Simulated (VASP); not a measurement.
Here is a VASP 6.6.1 calculation.

INCAR

```
  PREC = Accurate
  ENCUT = 520
  EDIFF = 1E-6
  ISMEAR = 0
  SIGMA = 0.1
  LREAL = F
  LASPH = T
  NELM = 80
  ALGO = Normal
  ISIF = 2
  LWAVE = F
  LCHARG = F
  GGA = PS
  NBANDS = 16
```

The input KPOINTS:

```
Automatic mesh
0
Gamma
  6 6 4
```

Contents of POSCAR:

```
S
1.0
    4.4186788847      0.0000000000      0.0000000000
   -2.2093394424      3.8266881653      0.0000000000
    0.0000000000      0.0000000000      5.0131391094
S
3
Direct
    0.2254000000      0.0000000000      0.3333333333
    0.0000000000      0.2254000000      0.6666666667
    0.7746000000      0.7746000000      0.0000000000
```

Potentials or basis: VASP PAW PBE potentials, release 64 (S).

Launch:

```bash
$ cat potpaw_PBE.64/S/POTCAR > POTCAR
$ mpirun -np 1 vasp_std > vasp.out
```

**Question.** Predict the largest force.

**Answer.** 2.658 eV/Å.

**Question.** What does it give for the band gap on the k mesh?

**Answer.** 0.94 eV, indirect (least direct gap 1.09 eV).

**Question.** Estimate the pressure.

**Answer.** -12.7 GPa.

Stress tensor (GPa, compression positive):
```
-10.31   0.00   0.00
  0.00 -10.31   0.00
  0.00   0.00 -17.33
```

Caveat: the PAW data sets were made with another functional, which shifts forces and pressure a little. A k mesh can miss the band edges.
